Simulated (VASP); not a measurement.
Zn, 3 atoms in the cell. It takes space group C2/m (No. 12, monoclinic). The conventional cell has a = 4.536 Å, b = 2.617 Å, c = 7.472 Å, α = 90.00°, β = 102.30°, γ = 90.00°. Within 3.5 Å of Zn (site symmetry m) lie 12 Zn at 2.62 to 2.89 Å. Zn (site symmetry 2/m) has 12 Zn at 2.62 to 2.89 Å within 3.5 Å. 

| Property | Result |
| --- | --- |
| Program | VASP 6.6.1 |
| Task | single point |
| Functional | LDA |
| Potentials or basis | VASP PAW LDA potentials, release 64 (Zn) |
| Cutoff | 520 eV |
| k mesh | 10 × 10 × 3 |
| Occupations | gaussian, width 0.1 eV |
| Spin | no spin polarisation |
| Dipole correction | no |
| Further INCAR settings | ALGO = Normal; EDIFF = 1e-07; NBANDS = 25 |

Potentials or basis: VASP PAW LDA potentials, release 64 (Zn).

Launch:

```console
$ cat potpaw_LDA.64/Zn/POTCAR > POTCAR
$ mpirun -np 1 vasp_std > vasp.out
```

Hardware: 1 thread of Intel(R) Xeon(R) Platinum 8559C (Emerald Rapids), with other jobs on the host.

**Question.** How long does it take, and how much memory?

**Answer.** Run time: 34 s on 1 thread of Intel(R) Xeon(R) Platinum 8559C (Emerald Rapids) (shared host), peak memory 0.18 GiB. Counts: scf iterations 12, k points 86.
